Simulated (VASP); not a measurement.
Here is a VASP 6.6.1 calculation.

Contents of INCAR:

```
PREC = Accurate ; ENCUT = 520
EDIFF = 1E-6 ; ISMEAR = 0
SIGMA = 0.1 ; LREAL = False
LASPH = True ; NELM = 100
ALGO = Fast ; ISIF = 2
LWAVE = False ; LCHARG = False
GGA = PS ; NBANDS = 35
```

KPOINTS

```
regular mesh
0
Gamma
  10 10 10
```

Contents of POSCAR:

```
Ta2Si
1.0
   -3.0683767190      3.0683767190      2.5198993623
    3.0683767190     -3.0683767190      2.5198993623
    3.0683767190      3.0683767190     -2.5198993623
Ta Si
4 2
Direct
    0.6630661939      0.8369338061      0.5000000000
    0.8369338061      0.3369338061      0.1738676123
    0.3369338061      0.1630661939      0.5000000000
    0.1630661939      0.6630661939      0.8261323877
    0.2500000000      0.2500000000      0.0000000000
    0.7500000000      0.7500000000      0.0000000000
```

Potentials or basis: VASP PAW PBE potentials, release 64 (Ta_pv, Si).

Run with:

```console
$ cat potpaw_PBE.64/Ta_pv/POTCAR potpaw_PBE.64/Si/POTCAR > POTCAR
$ mpirun -np 1 vasp_std > vasp.out
```

(1) Estimate the band gap on the k mesh.

(2) What does it give for the largest force?

## Answers

(1) zero (band 26 reaches 7.89 eV, above the bottom of band 27 at 7.14 eV).

(2) 0.005 eV/Å.

Caveat: the PAW data sets were made with another functional, which shifts forces and pressure a little; spin-orbit coupling is left out, which moves the levels of the heavy elements.
